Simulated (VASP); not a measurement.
# ZnS (F-43m) in VASP: notebook

ZnS is run at these levels: PBE; tasks: single point.

All numbers are computed with VASP 6.6.1; they aren't measurements. Logs are shortened: lines on timing, memory, paths and dates and some standing lists are left out, and cuts for length are marked.

## 1. The cell of the first run

It takes space group F-43m (No. 216, cubic). Conventional cell: a = 5.480 Å, b = 5.480 Å, c = 5.480 Å, α = 90.00°, β = 90.00°, γ = 90.00°. Within 3.1 Å of Zn (site symmetry -43m) lie 4 S at 2.37 Å. Within 3.1 Å of S (site symmetry -43m) lie 4 Zn at 2.37 Å.

## 2. Single point, PBE

Contents of INCAR:

```
PREC = Accurate
ENCUT = 500
EDIFF = 1E-6
ISMEAR = 0
SIGMA = 0.01
LREAL = False
LASPH = True
NELM = 120
ALGO = Normal
ISIF = 2
LWAVE = False
LCHARG = False
GGA = PE
NBANDS = 16
GGA_COMPAT = False
```

Contents of KPOINTS:

```
Automatic mesh
0
Gamma
  4 4 4
```

Contents of POSCAR:

```
ZnS
1.0
    0.0000000000      2.7400896076      2.7400896076
    2.7400896076      0.0000000000      2.7400896076
    2.7400896076      2.7400896076      0.0000000000
Zn S
1 1
Direct
    0.0000000000      0.0000000000      0.0000000000
    0.2500000000      0.2500000000      0.2500000000
```

Potentials or basis: VASP PAW PBE potentials, release 64 (Zn, S).

Launch:

```sh
> cat potpaw_PBE.64/Zn/POTCAR potpaw_PBE.64/S/POTCAR > POTCAR
> mpirun -np 1 vasp_std > vasp.out
```

OUTCAR:

```text
PREC = Accurate
   ENCUT = 500
   EDIFF = 1E-6
   ISMEAR = 0
   LREAL = False
   LASPH = True
   NELM = 120
   ISIF = 2
   GGA = PE

 ion  position               nearest neighbor table
   1  0.000  0.000  0.000-   2 2.37   2 2.37   2 2.37   2 2.37
   2  0.250  0.250  0.250-   1 2.37   1 2.37   1 2.37   1 2.37

  LATTYP: Found a face centered cubic cell.
 ALAT       =     5.4801792152

  Lattice vectors:

 A1 = (   0.0000000000,   2.7400896076,   2.7400896076)
 A2 = (   2.7400896076,   0.0000000000,   2.7400896076)
 A3 = (   2.7400896076,   2.7400896076,   0.0000000000)

Analysis of symmetry for initial positions (statically):
=====================================================================
 Subroutine PRICEL returns:
 Original cell was already a primitive cell.

 Routine SETGRP: Setting up the symmetry group for a
 face centered cubic supercell.

 Subroutine GETGRP returns: Found 24 space group operations
 (whereof 24 operations were pure point group operations)
 out of a pool of 48 trial point group operations.

The static configuration has the point symmetry T_d .

Analysis of symmetry for dynamics (positions and initial velocities):
=====================================================================
 Subroutine PRICEL returns:
 Original cell was already a primitive cell.

 Routine SETGRP: Setting up the symmetry group for a
 face centered cubic supercell.

 Subroutine GETGRP returns: Found 24 space group operations
 (whereof 24 operations were pure point group operations)
 out of a pool of 48 trial point group operations.

The dynamic configuration has the point symmetry T_d .

 Subroutine INISYM returns: Found 24 space group operations
 (whereof 24 operations are pure point group operations),
 and found     1 'primitive' translations

----------------------------------------------------------------------------------------

                                     Primitive cell

  volume of cell :      41.1457

  direct lattice vectors                    reciprocal lattice vectors
     0.000000000  2.740089608  2.740089608    -0.182475784  0.182475784  0.182475784
     2.740089608  0.000000000  2.740089608     0.182475784 -0.182475784  0.182475784
     2.740089608  2.740089608  0.000000000     0.182475784  0.182475784 -0.182475784

  length of vectors
     3.875071885  3.875071885  3.875071885     0.316057329  0.316057329  0.316057329

  position of ions in fractional coordinates (direct lattice)
     0.000000000  0.000000000  0.000000000
     0.250000000  0.250000000  0.250000000

  ion indices of the primitive-cell ions
   primitive index   ion index
                 1           1
                 2           2

----------------------------------------------------------------------------------------

 KPOINTS: Automatic mesh

Automatic generation of k-mesh.
 Grid dimensions read from file:
 generate k-points for:    4    4    4

 Generating k-lattice:

  Cartesian coordinates                     Fractional coordinates (reciprocal lattice)
    -0.045618946  0.045618946  0.045618946     0.250000000  0.000000000  0.000000000
     0.045618946 -0.045618946  0.045618946     0.000000000  0.250000000  0.000000000
     0.045618946  0.045618946 -0.045618946     0.000000000  0.000000000  0.250000000

  Length of vectors
     0.079014332  0.079014332  0.079014332

  Shift w.r.t. Gamma in fractional coordinates (k-lattice)
     0.000000000  0.000000000  0.000000000

 Subroutine IBZKPT returns following result:
 ===========================================

 Found      8 irreducible k-points:

 Following reciprocal coordinates:
            Coordinates               Weight
  0.000000  0.000000  0.000000      1.000000
  0.250000  0.000000  0.000000      8.000000
  0.500000  0.000000  0.000000      4.000000
  0.250000  0.250000  0.000000      6.000000
  0.500000  0.250000  0.000000     24.000000
 -0.250000  0.250000  0.000000     12.000000
  0.500000  0.500000  0.000000      3.000000
 -0.250000  0.500000  0.250000      6.000000
   k-points           NKPTS =      8   k-points in BZ     NKDIM =      8   number of bands    NBANDS=     16
   number of dos      NEDOS =    301   number of ions     NIONS =      2
   total plane-waves  NPLWV =  21952
   dimension x,y,z NGX =    28 NGY =   28 NGZ =   28
   dimension x,y,z NGXF=    56 NGYF=   56 NGZF=   56
   ions per type =               1   1
   NGX,Y,Z   is equivalent  to a cutoff of  12.01, 12.01, 12.01 a.u.
   NGXF,Y,Z  is equivalent  to a cutoff of  24.02, 24.02, 24.02 a.u.
 SYSTEM =  unknown system
   PREC   = accura    normal or accurate (medium, high low for compatibility)
   ISTART =      0    job   : 0-new  1-cont  2-samecut
   ICHARG =      2    charge: 1-file 2-atom 10-const
   ISPIN  =      1    spin polarized calculation?
   LNONCOLLINEAR =      F non collinear calculations
   LSORBIT =      F    spin-orbit coupling
   LASPH  =      T    aspherical Exc in radial PAW
   ENCUT  =  500.0 eV  36.75 Ry    6.06 a.u.   7.07  7.07  7.07*2*pi/ulx,y,z
   NELM   =    120;   NELMIN=  2; NELMDL= -5     # of ELM steps
   EDIFF  = 0.1E-05   stopping-criterion for ELM
   LREAL  =      F    real-space projection
[... 7 lines left out ...]
   TEBEG  =    0.0;   TEEND  =   0.0 temperature during run
   PSTRESS=    0.0 pullay stress
   NELECT =      18.0000    total number of electrons
   NUPDOWN=      -1.0000    fix difference up-down
   EMIN   =  10.00;   EMAX   =-10.00  energy-range for DOS
   EFERMI =   0.00;   METHOD = LEGACY
   ISMEAR =     0;   SIGMA  =   0.01  broadening in eV -4-tet -1-fermi 0-gaus
   EFERMI_NEDOS =   21; number of points for ismear=-14 and -15
   IALGO  =     38    algorithm
   IMIX   =      4    mixing-type and parameters
     AMIX     =   0.40;   BMIX     =  1.00
     AMIX_MAG =   1.60;   BMIX_MAG =  1.00
  volume/ion in A,a.u.               =      20.57       138.83
  Fermi-wavevector in a.u.,A,eV,Ry     =   1.242770  2.348496 21.013903  1.544478
  Thomas-Fermi vector in A             =   2.377110
   LORBIT       =      0    0 simple, 1 ext, 2 COOP (PROOUT), +10 PAW based schemes
   GGA     = PE    functional components
   LHFCALC =     F    Hartree Fock is set to
   AEXX    =    0.0000 exact exchange contribution
   IVDW    =     0    specifies the selected vdW correction
   LEPSILON=     F    determine dielectric tensor
   LRPA    =     F    only Hartree local field effects (RPA)
 non-spin polarized calculation
 Gauss-broadening in eV      SIGMA  =   0.01
  energy-cutoff  :      500.00
  volume of cell :       41.15
 maximum number of plane-waves:      1056
   NGX = 15   NGY = 15   NGZ = 15

 number of electron      17.9999987 magnetization

 Free energy of the ion-electron system (eV)
  ---------------------------------------------------
  ext. energy  EPLUGINS =         0.00000000
  ---------------------------------------------------
  free energy    TOTEN  =        -6.80586268 eV

  energy without entropy =       -6.80586268  energy(sigma->0) =       -6.80586268

 E-fermi :   1.8233     XC(G=0):  -9.4232

 val. band max:        1.7499657109   @ k =   0.0000   0.0000   0.0000
 cond. band min:       3.6720025841   @ k =   0.0000   0.0000   0.0000
 fundamental gap:      1.9220368732
 Fermi energy:         1.8232537092

 k-point     1 :       0.0000    0.0000    0.0000
  band No.  band energies     occupation
      1     -11.1053      2.00000
      2      -4.4541      2.00000
      3      -4.4541      2.00000
      4      -4.4541      2.00000
      5      -4.0073      2.00000
      6      -4.0073      2.00000
[... 8 lines left out ...]
     15      13.4495      0.00000
     16      13.4495      0.00000

 k-point     2 :       0.2500    0.0000    0.0000
  band No.  band energies     occupation
      1     -10.7142      2.00000
      2      -4.3945      2.00000
      3      -4.3931      2.00000
      4      -4.3931      2.00000
      5      -4.0057      2.00000
      6      -4.0057      2.00000
[... 8 lines left out ...]
     15      12.6746      0.00000
     16      13.8229      0.00000

 k-point     3 :       0.5000    0.0000    0.0000
  band No.  band energies     occupation
      1     -10.2506      2.00000
      2      -4.3494      2.00000
      3      -4.3494      2.00000
      4      -3.9801      2.00000
      5      -3.9801      2.00000
      6      -3.8179      2.00000
[... 8 lines left out ...]
     15      15.0370      0.00000
     16      15.0370      0.00000

 k-point     4 :       0.2500    0.2500    0.0000
  band No.  band energies     occupation
      1     -10.5834      2.00000
      2      -4.4818      2.00000
      3      -4.3205      2.00000
      4      -4.3205      2.00000
      5      -4.0411      2.00000
      6      -3.9737      2.00000
[... 8 lines left out ...]
     15      14.2131      0.00000
     16      17.1899      0.00000

 k-point     5 :       0.5000    0.2500    0.0000
  band No.  band energies     occupation
      1     -10.1176      2.00000
      2      -4.3644      2.00000
      3      -4.2487      2.00000
      4      -4.1390      2.00000
      5      -3.9683      2.00000
      6      -3.8468      2.00000
[... 8 lines left out ...]
     15      15.1558      0.00000
     16      16.3337      0.00000

 k-point     6 :      -0.2500    0.2500    0.0000
  band No.  band energies     occupation
      1     -10.2735      2.00000
      2      -4.3382      2.00000
      3      -4.3118      2.00000
      4      -4.1733      2.00000
      5      -4.0200      2.00000
      6      -3.9477      2.00000
[... 8 lines left out ...]
     15      14.7654      0.00000
     16      16.1589      0.00000

 k-point     7 :       0.5000    0.5000    0.0000
  band No.  band energies     occupation
      1      -9.9639      2.00000
      2      -4.4453      2.00000
      3      -4.1448      2.00000
      4      -4.1448      2.00000
      5      -3.9402      2.00000
      6      -3.8046      2.00000
[... 8 lines left out ...]
     15      15.3956      0.00000
     16      16.1410      0.00000

 k-point     8 :      -0.2500    0.5000    0.2500
  band No.  band energies     occupation
      1      -9.9586      2.00000
      2      -4.3217      2.00000
      3      -4.2016      2.00000
      4      -4.0502      2.00000
      5      -4.0406      2.00000
      6      -3.6460      2.00000
[... 8 lines left out ...]
     15      15.5132      0.00000
     16      16.3903      0.00000

------------------------ aborting loop because EDIFF is reached ----------------------------------------

  FORCE on cell =-STRESS in cart. coord.  units (eV):
  Direction    XX          YY          ZZ          XY          YZ          ZX
  --------------------------------------------------------------------------------------
  -------------------------------------------------------------------------------------
  Total       -0.2418337     -0.2418337     -0.2418337     -0.0000000      0.0000000     -0.0000000
  in kB       -9.4167945     -9.4167945     -9.4167945     -0.0000000      0.0000000     -0.0000000
  external PRESSURE =      -9.4167945 kB  Pullay stress =       0.0000000 kB

 VOLUME and BASIS-vectors are now :
 -----------------------------------------------------------------------------
  energy-cutoff  :      500.00
  volume of cell :       41.15
      direct lattice vectors                 reciprocal lattice vectors
     0.000000000  2.740089608  2.740089608    -0.182475784  0.182475784  0.182475784
     2.740089608  0.000000000  2.740089608     0.182475784 -0.182475784  0.182475784
     2.740089608  2.740089608  0.000000000     0.182475784  0.182475784 -0.182475784

 POSITION                                       TOTAL-FORCE (eV/Angst)
 -----------------------------------------------------------------------------------
      0.00000      0.00000      0.00000         0.000000      0.000000      0.000000
      1.37004      1.37004      1.37004        -0.000000     -0.000000     -0.000000
 -----------------------------------------------------------------------------------
    total drift:                                0.000000      0.000000      0.000000

  FREE ENERGIE OF THE ION-ELECTRON SYSTEM (eV)
  ---------------------------------------------------
  free  energy   TOTEN  =        -6.8058626807 eV

  energy  without entropy=       -6.8058626807  energy(sigma->0) =       -6.80586268
```

Run time: 13 s. Hardware: 1 thread of Intel Xeon 8259CL, shared host; peak memory 0.15 GiB.

Results:

| Property | Result |
| --- | --- |
| Free energy | -6.8059 eV |
| Pressure | -0.9 GPa |
| Band gap on the k mesh | 1.92 eV, direct |

Caveat: the k points lie up to 0.50 Å⁻¹ apart. As with any semilocal functional, this PBE gap is likely too small.

## 3. Single point, PBE

This run uses another cell than the first one, of 18.20 Å³/atom, 0.885 times its volume.

Contents of INCAR:

```
PREC     = Accurate       # precision mode
ENCUT    = 500            # plane-wave cutoff, eV
EDIFF    = 1E-6           # SCF threshold, eV
ISMEAR   = 0              # smearing method
SIGMA    = 0.01           # smearing width, eV
LREAL    = False          # projectors in reciprocal space
LASPH    = True           # aspherical terms in the spheres
NELM     = 120            # most SCF steps
ALGO     = Normal         # electronic algorithm
ISIF     = 2              # what is computed and relaxed
LWAVE    = False          # write WAVECAR
LCHARG   = True           # write CHGCAR
GGA      = PE             # functional
LELF     = True           # ELF
LVHAR    = True         
NBANDS   = 16             # bands
GGA_COMPAT= False
```

Contents of KPOINTS:

```
regular mesh
0
Gamma
  4 4 4
```

Contents of POSCAR:

```
ZnS
1.0
    0.0000000000      2.6303664805      2.6303664805
    2.6303664805      0.0000000000      2.6303664805
    2.6303664805      2.6303664805      0.0000000000
Zn S
1 1
Direct
    0.0000000000      0.0000000000      0.0000000000
    0.2500000000      0.2500000000      0.2500000000
```

Potentials or basis: VASP PAW PBE potentials, release 64 (Zn, S).

Launch:

```sh
> cat potpaw_PBE.64/Zn/POTCAR potpaw_PBE.64/S/POTCAR > POTCAR
> mpirun -np 1 vasp_std > vasp.out
```

OUTCAR:

```text
PREC = Accurate
   ENCUT = 500
   EDIFF = 1E-6
   ISMEAR = 0
   LREAL = False
   LASPH = True
   NELM = 120
   ISIF = 2
   GGA = PE

 ion  position               nearest neighbor table
   1  0.000  0.000  0.000-   2 2.28   2 2.28   2 2.28   2 2.28
   2  0.250  0.250  0.250-   1 2.28   1 2.28   1 2.28   1 2.28

  LATTYP: Found a face centered cubic cell.
 ALAT       =     5.2607329610

  Lattice vectors:

 A1 = (   0.0000000000,   2.6303664805,   2.6303664805)
[... 318 lines left out ...]

------------------------ aborting loop because EDIFF is reached ----------------------------------------

  FORCE on cell =-STRESS in cart. coord.  units (eV):
  Direction    XX          YY          ZZ          XY          YZ          ZX
  --------------------------------------------------------------------------------------
  -------------------------------------------------------------------------------------
  Total        2.1620035      2.1620035      2.1620035     -0.0000000      0.0000000      0.0000000
  in kB       95.1673976     95.1673976     95.1673976     -0.0000000      0.0000000      0.0000000
  external PRESSURE =      95.1673976 kB  Pullay stress =       0.0000000 kB

 VOLUME and BASIS-vectors are now :
 -----------------------------------------------------------------------------
  energy-cutoff  :      500.00
  volume of cell :       36.40
      direct lattice vectors                 reciprocal lattice vectors
     0.000000000  2.630366481  2.630366481    -0.190087580  0.190087580  0.190087580
     2.630366481  0.000000000  2.630366481     0.190087580 -0.190087580  0.190087580
     2.630366481  2.630366481  0.000000000     0.190087580  0.190087580 -0.190087580

 POSITION                                       TOTAL-FORCE (eV/Angst)
 -----------------------------------------------------------------------------------
      0.00000      0.00000      0.00000         0.000000     -0.000000      0.000000
      1.31518      1.31518      1.31518        -0.000000      0.000000     -0.000000
 -----------------------------------------------------------------------------------
    total drift:                                0.000001      0.000001      0.000001

  FREE ENERGIE OF THE ION-ELECTRON SYSTEM (eV)
  ---------------------------------------------------
  free  energy   TOTEN  =        -6.6936481377 eV

  energy  without entropy=       -6.6936481377  energy(sigma->0) =       -6.69364814
```

OSZICAR:

```text
N       E                     dE             d eps       ncg     rms          rms(c)
DAV:   1     0.884449853421E+02    0.88445E+02   -0.90298E+03   264   0.132E+03
DAV:   2    -0.149412801183E+01   -0.89939E+02   -0.84484E+02   288   0.258E+02
DAV:   3    -0.708593419174E+01   -0.55918E+01   -0.55683E+01   288   0.630E+01
DAV:   4    -0.714540027096E+01   -0.59466E-01   -0.59451E-01   336   0.682E+00
DAV:   5    -0.714608879645E+01   -0.68853E-03   -0.68851E-03   288   0.681E-01    0.795E+00
DAV:   6    -0.671889031598E+01    0.42720E+00   -0.75066E-01   360   0.314E+01    0.612E+00
DAV:   7    -0.669376425365E+01    0.25126E-01   -0.29967E-01   296   0.499E+00    0.306E+00
DAV:   8    -0.669329974405E+01    0.46451E-03   -0.61605E-03   328   0.112E+00    0.859E-01
DAV:   9    -0.669348689760E+01   -0.18715E-03   -0.15569E-03   280   0.307E-01    0.920E-02
DAV:  10    -0.669359761217E+01   -0.11071E-03   -0.14432E-04   312   0.950E-02    0.570E-02
DAV:  11    -0.669364762087E+01   -0.50009E-04   -0.63720E-05   272   0.675E-02    0.243E-02
DAV:  12    -0.669364813768E+01   -0.51681E-06   -0.27126E-06   328   0.295E-02
   1 F= -.66936481E+01 E0= -.66936481E+01  d E =-.111194E-22
```

Wall time 16 s (1 thread of Intel Xeon 8259CL, shared host); peak memory 0.15 GiB.

Results:

```yaml
Free_energy: -6.6936 eV
Pressure: 9.5 GPa
Band_gap_on_the_k_mesh: 2.47 eV, direct
```

Caveat: the k points lie up to 0.52 Å⁻¹ apart. As with any semilocal functional, this PBE gap is likely too small.
